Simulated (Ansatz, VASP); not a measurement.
## Two plane-wave programs on Cl

```
Cl
1.0
     3.51924    0.00000    0.00000
    -1.75962    3.04776    0.00000
     0.00000    0.00000   11.35026
Cl
4
Cartesian
  0.0000 0.0000 0.0000
  0.0000 0.0000 5.6751
  0.0000 2.0318 8.5127
  1.7596 1.0159 2.8376
```

Alike in both runs: task relaxation of cell and atoms; functional PBEsol; k mesh 6 × 6 × 2; occupations gaussian, width 0.1 eV; no spin polarisation.

```csv
,VASP,Ansatz
version,VASP 6.6.1,Ansatz 0.2.0
potentials or method,"VASP PAW PBE potentials, release 64 (Cl), cutoff 500 eV","scalar-relativistic, plane waves, PAW"
valence electrons in the cell,28,28
```

Ansatz gave:

```
gap on the k mesh at the Fermi level, each at its own relaxed structure (eV) : none
relaxed volume (Å³/atom)                                                     : 20.92
relaxed cell length with the largest relative difference (Å)                 : 7.534
```

Question: Estimate VASP's values.

Answer: gap on the k mesh at the Fermi level, each at its own relaxed structure (eV): none; relaxed volume (Å³/atom): 20.76; relaxed cell length with the largest relative difference (Å): 7.606.

VASP's potentials were made for PBE, not for PBEsol. A gap of «none» marks a metal or a gap that the smearing closes.

Noted on VASP's run: the volume moved by over 15 % at a fixed basis, so the end points are rough.
